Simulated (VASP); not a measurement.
# Sr (P6_3/mmc) in VASP: a series of runs

The runs below take Sr through vibrations by perturbation theory, with PBEsol.

Everything below comes from runs of VASP 6.6.1. Logs are shortened: lines on timing, memory, paths and dates and some standing lists are left out, and cuts for length are marked.

### Step 1. The cell of the first run

It takes space group P6_3/mmc (No. 194, hexagonal). Conventional cell: a = 4.162 Å, b = 4.162 Å, c = 6.843 Å, α = 90.00°, β = 90.00°, γ = 120.00°. Sr (site symmetry -6m2) has 12 Sr at 4.16 to 4.18 Å within 5.5 Å.

This isn't the form of Sr at room conditions, which is fcc.

### Step 2. Vibrations by perturbation theory, PBEsol (51.33 Å³/atom)

File INCAR:

```
SYSTEM = Sr
ALGO = Normal
EDIFF = 1E-8
ENCUT = 520
GGA = PS
IBRION = 8
ISIF = 2
ISMEAR = -1
LASPH = .True.
LCHARG = .True.
LREAL = .False.
LWAVE = .False.
NELM = 80
NSW = 1
PREC = Accurate
SIGMA = 0.08
```

File KPOINTS:

```
k-points
0
Gamma
  10 10 6
  0 0 0
```

File POSCAR:

```
Sr
1.0
    4.1622945134      0.0000000000      0.0000000000
   -2.0811472567      3.6046527867      0.0000000000
    0.0000000000      0.0000000000      6.8429829928
Sr
2
Direct
    0.3333333333      0.6666666667      0.2500000000
    0.6666666667      0.3333333333      0.7500000000
```

Potentials or basis: VASP PAW PBE potentials, release 64 (Sr_sv).

Run with:

```bash
$ cat potpaw_PBE.64/Sr_sv/POTCAR > POTCAR
$ mpirun -np 1 vasp_std > vasp.out
```

OUTCAR:

```text
SYSTEM = Sr
   EDIFF = 1E-8
   ENCUT = 520
   GGA = PS
   IBRION = 8
   ISIF = 2
   ISMEAR = -1
   LASPH = .True.
   LREAL = .False.
   NELM = 80
   NSW = 1
   PREC = Accurate

 ion  position               nearest neighbor table
   1  0.333  0.667  0.250-   2 4.18   2 4.18   2 4.18   2 4.18   2 4.18   2 4.18
   2  0.667  0.333  0.750-   1 4.18   1 4.18   1 4.18   1 4.18   1 4.18   1 4.18

  LATTYP: Found a hexagonal cell.
 ALAT       =     4.1622945134
 C/A-ratio  =     1.6440410381

  Lattice vectors:

 A1 = (   4.1622945134,   0.0000000000,   0.0000000000)
 A2 = (  -2.0811472567,   3.6046527867,   0.0000000000)
 A3 = (   0.0000000000,   0.0000000000,   6.8429829928)

Analysis of symmetry for initial positions (statically):
=====================================================================
 Subroutine PRICEL returns:
 Original cell was already a primitive cell.

 Routine SETGRP: Setting up the symmetry group for a
 hexagonal supercell.

 Subroutine GETGRP returns: Found 24 space group operations
 (whereof 12 operations were pure point group operations)
 out of a pool of 24 trial point group operations.

The static configuration has the point symmetry D_3d.
 The point group associated with its full space group is D_6h.

Analysis of symmetry for dynamics (positions and initial velocities):
=====================================================================
 Subroutine PRICEL returns:
 Original cell was already a primitive cell.

 Routine SETGRP: Setting up the symmetry group for a
 hexagonal supercell.

 Subroutine GETGRP returns: Found 24 space group operations
 (whereof 12 operations were pure point group operations)
 out of a pool of 24 trial point group operations.

The dynamic configuration has the point symmetry D_3d.
 The point group associated with its full space group is D_6h.

 Subroutine INISYM returns: Found 24 space group operations
 (whereof 12 operations are pure point group operations),
 and found     1 'primitive' translations

----------------------------------------------------------------------------------------

                                     Primitive cell

  volume of cell :     102.6696

  direct lattice vectors                    reciprocal lattice vectors
     4.162294513  0.000000000  0.000000000     0.240252101  0.138709615  0.000000000
    -2.081147257  3.604652787  0.000000000     0.000000000  0.277419230  0.000000000
     0.000000000  0.000000000  6.842982993     0.000000000  0.000000000  0.146135099

  length of vectors
     4.162294513  4.162294513  6.842982993     0.277419230  0.277419230  0.146135099

  position of ions in fractional coordinates (direct lattice)
     0.333333333  0.666666667  0.250000000
     0.666666667  0.333333333  0.750000000

  ion indices of the primitive-cell ions
   primitive index   ion index
                 1           1
                 2           2

----------------------------------------------------------------------------------------

 KPOINTS: k-points

Automatic generation of k-mesh.
 Grid dimensions read from file:
 generate k-points for:   10   10    6

 Generating k-lattice:

  Cartesian coordinates                     Fractional coordinates (reciprocal lattice)
     0.024025210  0.013870961  0.000000000     0.100000000  0.000000000  0.000000000
     0.000000000  0.027741923  0.000000000     0.000000000  0.100000000  0.000000000
     0.000000000  0.000000000  0.024355850     0.000000000  0.000000000  0.166666667

[... 88 lines left out ...]
  energy-cutoff  :      520.00
  volume of cell :      102.67
 maximum number of plane-waves:      2798
 NGX is ok and might be reduce to    32
   NGX = 15   NGY = 15   NGZ = 25

--------------------------------------- Ionic step        1  -------------------------------------------

 number of electron      20.0000000 magnetization

 Free energy of the ion-electron system (eV)
  ---------------------------------------------------
  ext. energy  EPLUGINS =         0.00000000
  ---------------------------------------------------
  free energy    TOTEN  =        -3.69628209 eV

  energy without entropy =       -3.63900695  energy(sigma->0) =       -3.66764452

 E-fermi :   1.7340     XC(G=0):  -7.6478

 val. band max:        1.6603377072   @ k =   0.3000   0.2000   0.1667
 cond. band min:       1.7384221532   @ k =   0.4000   0.0000   0.0000
 fundamental gap:      0.0780844459
 Fermi energy:         1.7340107594

 k-point     1 :       0.0000    0.0000    0.0000
  band No.  band energies     occupation
      1     -34.6613      2.00000
      2     -34.6423      2.00000
      3     -16.7970      2.00000
      4     -16.5832      2.00000
      5     -16.5832      2.00000
      6     -16.5502      2.00000
      7     -16.5502      2.00000
      8     -16.5471      2.00000
      9      -2.0328      2.00000
     10       0.5307      2.00000
     11       1.8740      0.29626
     12       4.0694      0.00000
     13       4.1059      0.00000
     14       4.1059      0.00000
[... 377 lines left out ...]
      1     -34.6411      2.00000
      2     -34.6356      2.00000
      3     -16.7803      2.00000
      4     -16.7462      2.00000
      5     -16.6725      2.00000
      6     -16.6440      2.00000
      7     -16.6078      2.00000
      8     -16.5943      2.00000
      9       0.5497      2.00000
     10       1.3683      1.97954
     11       1.8600      0.34308
     12       2.0326      0.04677
     13       3.0363      0.00000
     14       3.5679      0.00000

 [... further k-points ...]

------------------------ aborting loop because EDIFF is reached ----------------------------------------

  FORCE on cell =-STRESS in cart. coord.  units (eV):
  Direction    XX          YY          ZZ          XY          YZ          ZX
  --------------------------------------------------------------------------------------
  -------------------------------------------------------------------------------------
  Total        0.1649918      0.1649918      0.1677016      0.0000000     -0.0000000      0.0000000
  in kB        2.5747274      2.5747274      2.6170139      0.0000000     -0.0000000      0.0000000
  external PRESSURE =       2.5888229 kB  Pullay stress =       0.0000000 kB

 VOLUME and BASIS-vectors are now :
 -----------------------------------------------------------------------------
  energy-cutoff  :      520.00
  volume of cell :      102.67
      direct lattice vectors                 reciprocal lattice vectors
     4.162294513  0.000000000  0.000000000     0.240252101  0.138709615  0.000000000
    -2.081147257  3.604652787  0.000000000     0.000000000  0.277419230  0.000000000
     0.000000000  0.000000000  6.842982993     0.000000000  0.000000000  0.146135099

 POSITION                                       TOTAL-FORCE (eV/Angst)
 -----------------------------------------------------------------------------------
     -0.00000      2.40310      1.71075         0.000000     -0.000000      0.000000
      2.08115      1.20155      5.13224        -0.000000      0.000000      0.000000
 -----------------------------------------------------------------------------------
    total drift:                               -0.000000      0.000000     -0.000000

  FREE ENERGIE OF THE ION-ELECTRON SYSTEM (eV)
  ---------------------------------------------------
  free  energy   TOTEN  =        -3.6962820888 eV

  energy  without entropy=       -3.6390069500  energy(sigma->0) =       -3.66764452

[... ionic steps 2 to 3 ...]

--------------------------------------- Ionic step        4  -------------------------------------------

------------------------ aborting loop because EDIFF is reached ----------------------------------------

[... ionic steps 5 to 5 ...]

--------------------------------------- Ionic step        6  -------------------------------------------

 Free energy of the ion-electron system (eV)
  ---------------------------------------------------
  ---------------------------------------------------
  free energy    TOTEN  =        -0.32563693 eV

  energy without entropy =       -0.32563693

------------------------ aborting loop because EDIFF is reached ----------------------------------------

 INTERNAL STRAIN TENSOR  FOR ION    1  DIRECTION 3   (eV/Angst):
 -----------------------------------------------------------------------------
     0.00098  0.00000  0.00000
    -0.00000  0.00098 -0.00000
     0.00000  0.00000 -0.00587

 INTERNAL STRAIN TENSOR FOR ION    2 for displacements in x,y,z  (eV/Angst):
          X           Y           Z          XY          YZ          ZX
  --------------------------------------------------------------------------------
  x     0.00000     0.00000     0.00000     0.93363     0.00000     0.00000
  y     0.93363    -0.93363    -0.00000     0.00000     0.00000     0.00000
  z     0.00000     0.00000     0.00000     0.00000     0.00000     0.00000

 SECOND DERIVATIVES (NOT SYMMETRIZED)
 ------------------------------------
               1X          1Y          1Z          2X          2Y          2Z
  1X    -0.295663    0.000000    0.000000    0.295663    0.000000    0.000000
  1Y     0.000000   -0.295663    0.000000    0.000000    0.295663    0.000000
  1Z     0.000000    0.000000   -1.632487    0.000000    0.000000    1.632487
  2X     0.295663    0.000000    0.000000   -0.295663    0.000000    0.000000
  2Y     0.000000    0.295663    0.000000    0.000000   -0.295663    0.000000
  2Z     0.000000    0.000000    1.632487    0.000000    0.000000   -1.632487

 Eigenvectors and eigenvalues of the dynamical matrix
 ----------------------------------------------------

   1 f  =    3.017789 THz    18.961329 2PiTHz  100.662616 cm-1    12.480568 meV
             X         Y         Z           dx          dy          dz
     -0.000000  2.403102  1.710746     0.000000    0.000000   -0.707107
      2.081147  1.201551  5.132237     0.000000    0.000000    0.707107
[... 21 lines left out ...]
   6 f  =    0.000000 THz     0.000000 2PiTHz    0.000000 cm-1     0.000000 meV
             X         Y         Z           dx          dy          dz
     -0.000000  2.403102  1.710746     0.000000    0.000000    0.707107
      2.081147  1.201551  5.132237     0.000000    0.000000    0.707107

--------------------------------------------------------------------------------------------------------

 ELASTIC MODULI CONTR FROM IONIC RELAXATION (kBar)
 Direction    XX          YY          ZZ          XY          YZ          ZX
 --------------------------------------------------------------------------------
 XX         -46.0063     46.0063      0.0000     -0.0000     -0.0000      0.0000
 YY          46.0063    -46.0063     -0.0000      0.0000      0.0000      0.0000
 ZZ           0.0000     -0.0000     -0.0000      0.0000     -0.0000      0.0000
 XY          -0.0000      0.0000      0.0000    -46.0063      0.0000      0.0000
 YZ          -0.0000      0.0000     -0.0000      0.0000     -0.0000      0.0000
 ZX           0.0000      0.0000      0.0000      0.0000      0.0000      0.0000
 --------------------------------------------------------------------------------
```

It took 5.7 min on 1 thread of Intel Xeon 6975P-C (Granite Rapids), shared host; peak memory 0.7 GiB.

What came out:

```yaml
Highest_phonon_frequency_at_Γ: 101 cm⁻¹
```

Phonon frequencies in cm⁻¹ (negative: imaginary):
```csv
q point,frequencies
"(0.000, 0.000, 0.000)",0 0 0 43 43 101
```

Caveat: the PAW data sets were made with another functional, which shifts forces and pressure a little.

### Step 3. Vibrations by perturbation theory, PBEsol (51.33 Å³/atom)

File INCAR:

```
  ALGO = Normal
  EDIFF = 1E-8
  ENCUT = 520
  GGA = PS
  IBRION = 8
  ISIF = 2
  ISMEAR = -1
  LASPH = True
  LCHARG = False
  LREAL = False
  LWAVE = False
  NELM = 100
  NSW = 1
  PREC = Accurate
  SIGMA = 0.08
```

File KPOINTS:

```
k-points
0
Gamma
  10 10 6
```

POSCAR is that of step 2.

Potentials or basis: VASP PAW PBE potentials, release 64 (Sr_sv).

Run with:

```bash
$ cat potpaw_PBE.64/Sr_sv/POTCAR > POTCAR
$ mpirun -np 1 vasp_std > vasp.out
```

OUTCAR:

```text
EDIFF = 1E-8
   ENCUT = 520
   GGA = PS
   IBRION = 8
   ISIF = 2
   ISMEAR = -1
   LASPH = True
   LREAL = False
   NELM = 100
   NSW = 1
   PREC = Accurate

 ion  position               nearest neighbor table
   1  0.333  0.667  0.250-   2 4.18   2 4.18   2 4.18   2 4.18   2 4.18   2 4.18
   2  0.667  0.333  0.750-   1 4.18   1 4.18   1 4.18   1 4.18   1 4.18   1 4.18

  LATTYP: Found a hexagonal cell.
 ALAT       =     4.1622945134
 C/A-ratio  =     1.6440410381

  Lattice vectors:

 A1 = (   4.1622945134,   0.0000000000,   0.0000000000)
 A2 = (  -2.0811472567,   3.6046527867,   0.0000000000)
 A3 = (   0.0000000000,   0.0000000000,   6.8429829928)

Analysis of symmetry for initial positions (statically):
=====================================================================
 Subroutine PRICEL returns:
 Original cell was already a primitive cell.

 Routine SETGRP: Setting up the symmetry group for a
 hexagonal supercell.
[... 638 lines left out ...]

 INTERNAL STRAIN TENSOR  FOR ION    1  DIRECTION 3   (eV/Angst):
 -----------------------------------------------------------------------------
     0.00098  0.00000  0.00000
    -0.00000  0.00098 -0.00000
     0.00000  0.00000 -0.00587

 INTERNAL STRAIN TENSOR FOR ION    2 for displacements in x,y,z  (eV/Angst):
          X           Y           Z          XY          YZ          ZX
  --------------------------------------------------------------------------------
  x     0.00000     0.00000     0.00000     0.93363     0.00000     0.00000
  y     0.93363    -0.93363    -0.00000     0.00000     0.00000     0.00000
  z     0.00000     0.00000     0.00000     0.00000     0.00000     0.00000

 SECOND DERIVATIVES (NOT SYMMETRIZED)
 ------------------------------------
               1X          1Y          1Z          2X          2Y          2Z
  1X    -0.295663    0.000000    0.000000    0.295663    0.000000    0.000000
  1Y     0.000000   -0.295663    0.000000    0.000000    0.295663    0.000000
  1Z     0.000000    0.000000   -1.632487    0.000000    0.000000    1.632487
  2X     0.295663    0.000000    0.000000   -0.295663    0.000000    0.000000
  2Y     0.000000    0.295663    0.000000    0.000000   -0.295663    0.000000
  2Z     0.000000    0.000000    1.632487    0.000000    0.000000   -1.632487

 Eigenvectors and eigenvalues of the dynamical matrix
 ----------------------------------------------------

   1 f  =    3.017789 THz    18.961329 2PiTHz  100.662616 cm-1    12.480568 meV
             X         Y         Z           dx          dy          dz
     -0.000000  2.403102  1.710746     0.000000    0.000000   -0.707107
      2.081147  1.201551  5.132237     0.000000    0.000000    0.707107
[... 21 lines left out ...]
   6 f  =    0.000000 THz     0.000000 2PiTHz    0.000000 cm-1     0.000000 meV
             X         Y         Z           dx          dy          dz
     -0.000000  2.403102  1.710746     0.000000    0.000000    0.707107
      2.081147  1.201551  5.132237     0.000000    0.000000    0.707107

--------------------------------------------------------------------------------------------------------

 ELASTIC MODULI CONTR FROM IONIC RELAXATION (kBar)
 Direction    XX          YY          ZZ          XY          YZ          ZX
 --------------------------------------------------------------------------------
 XX         -46.0063     46.0063      0.0000     -0.0000     -0.0000      0.0000
 YY          46.0063    -46.0063     -0.0000      0.0000      0.0000      0.0000
 ZZ           0.0000     -0.0000     -0.0000      0.0000     -0.0000      0.0000
 XY          -0.0000      0.0000      0.0000    -46.0063      0.0000      0.0000
 YZ          -0.0000      0.0000     -0.0000      0.0000     -0.0000      0.0000
 ZX           0.0000      0.0000      0.0000      0.0000      0.0000      0.0000
 --------------------------------------------------------------------------------
```

Wall time 7.5 min (1 thread of Intel Xeon 6975P-C (Granite Rapids), shared host); peak memory 0.7 GiB.

Results:

* Highest phonon frequency at Γ: 101 cm⁻¹

Phonon frequencies in cm⁻¹ (negative: imaginary):
| q point | frequencies |
| --- | --- |
| (0.000, 0.000, 0.000) | 0 0 0 43 43 101 |

Caveat: the PAW data sets were made with another functional, which shifts forces and pressure a little.

[end of part 1 of 2]
